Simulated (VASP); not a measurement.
# Al (P6_3/mmc) in VASP: a series of runs

The runs below take Al through single point, with PBE.

All numbers are computed with VASP 6.6.1; they aren't measurements. Logs are shortened: lines on timing, memory, paths and dates and some standing lists are left out, and cuts for length are marked.

## (1) The cell of the first run

The structure is hexagonal, space group P6_3/mmc (No. 194). The conventional cell has a = 2.736 Å, b = 2.736 Å, c = 4.518 Å, α = 90.00°, β = 90.00°, γ = 120.00°. Al (site symmetry -6m2) has 12 Al at 2.74 to 2.76 Å within 3.6 Å.

## (2) Single point, PBE (volume scaled by 0.88, then relaxed in part)

INCAR reads:

```
SYSTEM = Al
ALGO = Normal ; EDIFF = 1E-6
ENCUT = 520 ; GGA = PE
ISIF = 2 ; ISMEAR = 0
LASPH = .TRUE. ; LCHARG = .FALSE.
LREAL = .FALSE. ; LWAVE = .FALSE.
NBANDS = 10 ; NELM = 60
PREC = Accurate ; SIGMA = 0.1
```

KPOINTS reads:

```
k-points
0
G
  22 22 12
  0 0 0
```

POSCAR reads:

```
Al
1.0
    1.3678692356     -2.3692190141      0.0000000000
    1.3678692356      2.3692190141      0.0000000000
    0.0000000000      0.0000000000      4.5180041769
Al
2
Direct
    0.3333333333      0.6666666667      0.7500000000
    0.6666666667      0.3333333333      0.2500000000
```

Potentials or basis: VASP PAW PBE potentials, release 64 (Al).

Launch:

```console
cat potpaw_PBE.64/Al/POTCAR > POTCAR
mpirun -np 1 vasp_std > vasp.out
```

OUTCAR:

```text
SYSTEM = Al
   EDIFF = 1E-6
   ENCUT = 520
   GGA = PE
   ISIF = 2
   ISMEAR = 0
   LASPH = .TRUE.
   LREAL = .FALSE.
   NELM = 60
   PREC = Accurate

 ion  position               nearest neighbor table
   1  0.333  0.667  0.750-   2 2.76   2 2.76   2 2.76   2 2.76   2 2.76   2 2.76
   2  0.667  0.333  0.250-   1 2.76   1 2.76   1 2.76   1 2.76   1 2.76   1 2.76

  LATTYP: Found a hexagonal cell.
 ALAT       =     2.7357384711
 C/A-ratio  =     1.6514751774

  Lattice vectors:

 A1 = (   1.3678692356,  -2.3692190141,   0.0000000000)
 A2 = (   1.3678692356,   2.3692190141,   0.0000000000)
 A3 = (   0.0000000000,   0.0000000000,   4.5180041769)

Analysis of symmetry for initial positions (statically):
=====================================================================
 Subroutine PRICEL returns:
 Original cell was already a primitive cell.

 Routine SETGRP: Setting up the symmetry group for a
 hexagonal supercell.

 Subroutine GETGRP returns: Found 24 space group operations
 (whereof 12 operations were pure point group operations)
 out of a pool of 24 trial point group operations.

The static configuration has the point symmetry D_3d.
 The point group associated with its full space group is D_6h.

Analysis of symmetry for dynamics (positions and initial velocities):
=====================================================================
 Subroutine PRICEL returns:
 Original cell was already a primitive cell.

 Routine SETGRP: Setting up the symmetry group for a
 hexagonal supercell.

 Subroutine GETGRP returns: Found 24 space group operations
 (whereof 12 operations were pure point group operations)
 out of a pool of 24 trial point group operations.

The dynamic configuration has the point symmetry D_3d.
 The point group associated with its full space group is D_6h.

 Subroutine INISYM returns: Found 24 space group operations
 (whereof 12 operations are pure point group operations),
 and found     1 'primitive' translations

----------------------------------------------------------------------------------------

                                     Primitive cell

  volume of cell :      29.2837

  direct lattice vectors                    reciprocal lattice vectors
     1.367869236 -2.369219014  0.000000000     0.365532017 -0.211040008  0.000000000
     1.367869236  2.369219014  0.000000000     0.365532017  0.211040008  0.000000000
     0.000000000  0.000000000  4.518004177     0.000000000  0.000000000  0.221336670

[... 89 lines left out ...]
   ISIF   =      2    stress and relaxation
   ISYM   =      2    0-nonsym 1-usesym 2-fastsym
   POTIM  = 0.5000    time-step for ionic-motion
   TEBEG  =    0.0;   TEEND  =   0.0 temperature during run
   PSTRESS=    0.0 pullay stress
   NELECT =       6.0000    total number of electrons
   NUPDOWN=      -1.0000    fix difference up-down
   EMIN   =  10.00;   EMAX   =-10.00  energy-range for DOS
   EFERMI =   0.00;   METHOD = LEGACY
   ISMEAR =     0;   SIGMA  =   0.10  broadening in eV -4-tet -1-fermi 0-gaus
   EFERMI_NEDOS =   21; number of points for ismear=-14 and -15
   IALGO  =     38    algorithm
   IMIX   =      4    mixing-type and parameters
     AMIX     =   0.40;   BMIX     =  1.00
     AMIX_MAG =   1.60;   BMIX_MAG =  1.00
  volume/ion in A,a.u.               =      14.64        98.81
  Fermi-wavevector in a.u.,A,eV,Ry     =   0.965124  1.823820 12.673341  0.931464
  Thomas-Fermi vector in A             =   2.094814
   LORBIT       =      0    0 simple, 1 ext, 2 COOP (PROOUT), +10 PAW based schemes
   GGA     = PE    functional components
   LHFCALC =     F    Hartree Fock is set to
   AEXX    =    0.0000 exact exchange contribution
   IVDW    =     0    specifies the selected vdW correction
   LEPSILON=     F    determine dielectric tensor
   LRPA    =     F    only Hartree local field effects (RPA)
 non-spin polarized calculation
 Gauss-broadening in eV      SIGMA  =   0.10
  energy-cutoff  :      520.00
  volume of cell :       29.28
 maximum number of plane-waves:       802
   NGX = 11   NGY = 11   NGZ = 17

 number of electron       6.0000000 magnetization

 Free energy of the ion-electron system (eV)
  ---------------------------------------------------
  ext. energy  EPLUGINS =         0.00000000
  ---------------------------------------------------
  free energy    TOTEN  =        -7.29015936 eV

  energy without entropy =       -7.28639973  energy(sigma->0) =       -7.28827954

 E-fermi :   9.3123     XC(G=0): -10.6386

 val. band max:        9.2997306699   @ k =   0.3182   0.0909   0.0833
 cond. band min:       9.3241729833   @ k =   0.2273   0.1818   0.1667
 fundamental gap:      0.0244423134
 Fermi energy:         9.3123037987

 k-point     1 :       0.0000    0.0000    0.0000
  band No.  band energies     occupation
      1      -2.6840      2.00000
      2       4.1601      2.00000
      3       4.6075      2.00000
      4      21.0970      0.00000
      5      21.0970      0.00000
      6      21.1185      0.00000
      7      21.1185      0.00000
      8      21.8819      0.00000
      9      24.7203      0.00000
     10      24.8327      0.00000
[... 287 lines left out ...]
 k-point    24 :       0.1364    0.0909    0.0000
  band No.  band energies     occupation
      1      -1.6539      2.00000
      2       5.1119      2.00000
      3       5.5895      2.00000
      4      14.2925      0.00000
      5      15.3882      0.00000
      6      20.3839      0.00000
      7      20.5417      0.00000
      8      21.8910      0.00000
      9      22.0090      0.00000
     10      22.0858      0.00000

 [... further k-points ...]

------------------------ aborting loop because EDIFF is reached ----------------------------------------

  FORCE on cell =-STRESS in cart. coord.  units (eV):
  Direction    XX          YY          ZZ          XY          YZ          ZX
  --------------------------------------------------------------------------------------
  -------------------------------------------------------------------------------------
  Total        2.3072845      2.3072845      2.3065542      0.0000000      0.0000000      0.0000000
  in kB      126.2366073    126.2366073    126.1966537      0.0000000      0.0000000      0.0000000
  external PRESSURE =     126.2232894 kB  Pullay stress =       0.0000000 kB

 VOLUME and BASIS-vectors are now :
 -----------------------------------------------------------------------------
  energy-cutoff  :      520.00
  volume of cell :       29.28
      direct lattice vectors                 reciprocal lattice vectors
     1.367869236 -2.369219014  0.000000000     0.365532017 -0.211040008  0.000000000
     1.367869236  2.369219014  0.000000000     0.365532017  0.211040008  0.000000000
     0.000000000  0.000000000  4.518004177     0.000000000  0.000000000  0.221336670

 POSITION                                       TOTAL-FORCE (eV/Angst)
 -----------------------------------------------------------------------------------
      1.36787      0.78974      3.38850         0.000000     -0.000000      0.000000
      1.36787     -0.78974      1.12950        -0.000000      0.000000      0.000000
 -----------------------------------------------------------------------------------
    total drift:                               -0.000000     -0.000000     -0.000000

  FREE ENERGIE OF THE ION-ELECTRON SYSTEM (eV)
  ---------------------------------------------------
  free  energy   TOTEN  =        -7.2901593558 eV

  energy  without entropy=       -7.2863997259  energy(sigma->0) =       -7.28827954
```

Run time: 25 s. Hardware: 1 thread of Intel Xeon 6975P-C (Granite Rapids), shared host; peak memory 0.2 GiB.

Results:

```
Free energy            : -7.2902 eV
Pressure               : 12.6 GPa
Band gap on the k mesh : zero (band 3 reaches 13.68 eV, above the bottom of band 4 at 5.97 eV)
```

## (3) Single point, PBE (volume scaled by 0.91, then relaxed in part)

INCAR reads:

```
SYSTEM = Al
PREC = Accurate
ENCUT = 520
EDIFF = 1E-6
ISMEAR = 0
SIGMA = 0.1
LREAL = .FALSE.
LASPH = .TRUE.
NELM = 80
ALGO = Normal
ISIF = 2
LWAVE = .FALSE.
LCHARG = .FALSE.
GGA = PE
NBANDS = 10
```

KPOINTS reads:

```
regular mesh
0
G
  22 22 12
  0 0 0
```

POSCAR reads:

```
Al
1.0
    1.3827934879     -2.3950685775      0.0000000000
    1.3827934879      2.3950685775      0.0000000000
    0.0000000000      0.0000000000      4.5717224991
Al
2
Direct
    0.3333333333      0.6666666667      0.7500000000
    0.6666666667      0.3333333333      0.2500000000
```

Potentials or basis: VASP PAW PBE potentials, release 64 (Al).

Launch:

```console
cat potpaw_PBE.64/Al/POTCAR > POTCAR
mpirun -np 1 vasp_std > vasp.out
```

It took 29 s on 1 thread of Intel Xeon 6975P-C (Granite Rapids), shared host; peak memory 0.21 GiB.

Results (log left out):

```
Free energy            : -7.3561 eV
Pressure               : 8.6 GPa
Band gap on the k mesh : zero (band 3 reaches 13.22 eV, above the bottom of band 4 at 5.64 eV)
```

Levels at points of the mesh, in eV from the Fermi level:
| k point | band 1 | band 2 | band 3 | band 4 | band 5 | band 6 | band 7 | band 8 |
| --- | --- | --- | --- | --- | --- | --- | --- | --- |
| (0.00, 0.00, 0.00) | -11.75 | -5.02 | -4.67 | 11.51 | 11.51 | 11.63 | 11.63 | 12.38 |
| (0.50, 0.00, 0.00) | -5.50 | -5.44 | 0.59 | 1.18 | 1.36 | 1.88 | 6.16 | 8.03 |
| (0.00, 0.00, 0.50) | -9.99 | -9.99 | 3.38 | 3.38 | 12.51 | 12.51 | 12.51 | 12.51 |
| (0.50, 0.00, 0.50) | -4.19 | -4.19 | -3.30 | -3.30 | 7.65 | 7.65 | 7.75 | 7.75 |

## (4) Single point, PBE (volume scaled by 1.06, then relaxed in part)

INCAR reads:

```
SYSTEM = Al
ALGO     = Normal         ! electronic algorithm
EDIFF    = 1E-6           ! SCF threshold, eV
ENCUT    = 520            ! plane-wave cutoff, eV
GGA      = PE             ! functional
ISIF     = 2              ! what is computed and relaxed
ISMEAR   = 0              ! smearing method
LASPH    = .True.         ! aspherical terms in the spheres
LCHARG   = .True.         ! write CHGCAR
LELF     = .True.         ! ELF
LREAL    = .False.        ! projectors in reciprocal space
LVHAR    = .True.       
LWAVE    = .False.        ! write WAVECAR
NBANDS   = 10             ! bands
NELM     = 60             ! most SCF steps
PREC     = Accurate       ! precision mode
SIGMA    = 0.1            ! smearing width, eV
```

KPOINTS reads:

```
k-points
0
Gamma
  22 22 12
  0 0 0
```

POSCAR reads:

```
Al
1.0
    1.4527025709     -2.5161546611      0.0000000000
    1.4527025709      2.5161546611      0.0000000000
    0.0000000000      0.0000000000      4.8250917398
Al
2
Direct
    0.3333333333      0.6666666667      0.7500000000
    0.6666666667      0.3333333333      0.2500000000
```

Launch:

```console
cat potpaw_PBE.64/Al/POTCAR > POTCAR
mpirun -np 1 vasp_std > vasp.out
```

Wall time 29 s (1 thread of Intel Xeon 6975P-C (Granite Rapids), shared host); peak memory 0.22 GiB.

Results (log left out):

```
Free energy            : -7.4053 eV
Pressure               : -3.8 GPa
Band gap on the k mesh : zero (band 3 reaches 11.26 eV, above the bottom of band 4 at 4.21 eV)
```

Stress tensor (GPa, compression positive):
```
-3.85  0.00  0.00
 0.00 -3.85  0.00
 0.00  0.00 -3.75
```

Levels at points of the mesh, in eV from the Fermi level:
| k point | band 1 | band 2 | band 3 | band 4 | band 5 | band 6 | band 7 | band 8 |
| --- | --- | --- | --- | --- | --- | --- | --- | --- |
| (0.00, 0.00, 0.00) | -10.66 | -4.48 | -4.39 | 10.30 | 10.30 | 10.83 | 10.83 | 11.58 |
| (0.50, 0.00, 0.00) | -5.06 | -4.81 | 0.63 | 0.89 | 1.48 | 1.58 | 5.50 | 7.08 |
| (0.00, 0.00, 0.50) | -9.08 | -9.08 | 3.03 | 3.03 | 11.57 | 11.57 | 11.57 | 11.57 |
| (0.50, 0.00, 0.50) | -3.68 | -3.68 | -3.09 | -3.09 | 6.87 | 6.87 | 7.44 | 7.44 |

[end of part 1 of 2]
